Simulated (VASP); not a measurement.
Write the native input for VASP 6.6.1 that does the following.

- Task: single point
- Functional: LDA
- Potentials or basis: VASP PAW LDA potentials, release 64 (Cu, Te)
- Cutoff: 600 eV
- k mesh: 5 × 5 × 3
- Occupations: gaussian, width 0.05 eV
- Spin: collinear spin
- Starting moments: [1.0, 1.0, 0.0, 0.0] μB
- Hubbard terms: Cu d U = 6.0 eV
- Dipole correction: no
- Further INCAR settings: ALGO = Normal; EDIFF = 1e-06; NBANDS = 29

The structure of CuTe lies in POSCAR:

```
CuTe
1.0
    4.4766529800      0.0000000000      0.0000000000
   -2.2383264900      3.8768952000      0.0000000000
    0.0000000000      0.0000000000      7.3317239900
Cu Te
2 2
Direct
    0.6666666667      0.3333333333      0.0000000000
    0.3333333333      0.6666666667      0.5000000000
    0.6666666667      0.3333333333      0.6252000000
    0.3333333333      0.6666666667      0.1252000000
```

These files were run (other wordings do the same):

INCAR

```
PREC = Accurate
ENCUT = 600
EDIFF = 1E-6
ISMEAR = 0
SIGMA = 0.05
LREAL = False
LASPH = True
NELM = 200
ALGO = Normal
ISIF = 2
LWAVE = False
LCHARG = False
ISPIN = 2
MAGMOM = 1 1 0 0
LORBIT = 11
LMAXMIX = 4
LDAU = True
LDAUTYPE = 2
LDAUL = 2 -1
LDAUU = 6 0
LDAUJ = 0 0
LDAUPRINT = 1
NBANDS = 29
GGA_COMPAT = False
```

KPOINTS

```
Automatic mesh
0
Gamma
  5 5 3
```

Potentials or basis: VASP PAW LDA potentials, release 64 (Cu, Te).

Command:

```bash
$ cat potpaw_LDA.64/Cu/POTCAR potpaw_LDA.64/Te/POTCAR > POTCAR
$ mpirun -np 1 vasp_std > vasp.out
```

It gave:

```yaml
Pressure: -9.7 GPa
Largest_force: 0.028 eV/Å
Band_gap_on_the_k_mesh: zero (filled and empty bands overlap)
Net_moment: 0.00 μB per cell
Valence_electrons_inside_the_program's_atomic_spheres: Cu 9.96; Te 3.28
```

Caveat: the cell stands under tension; spin-orbit coupling is left out, which moves the levels of the heavy elements; the U is typed as a test and isn't derived for this compound.

It took 91 s on 1 thread of AMD EPYC 7R43 64-Core Processor (Zen 3), with other jobs on the host, peak memory 0.23 GiB.
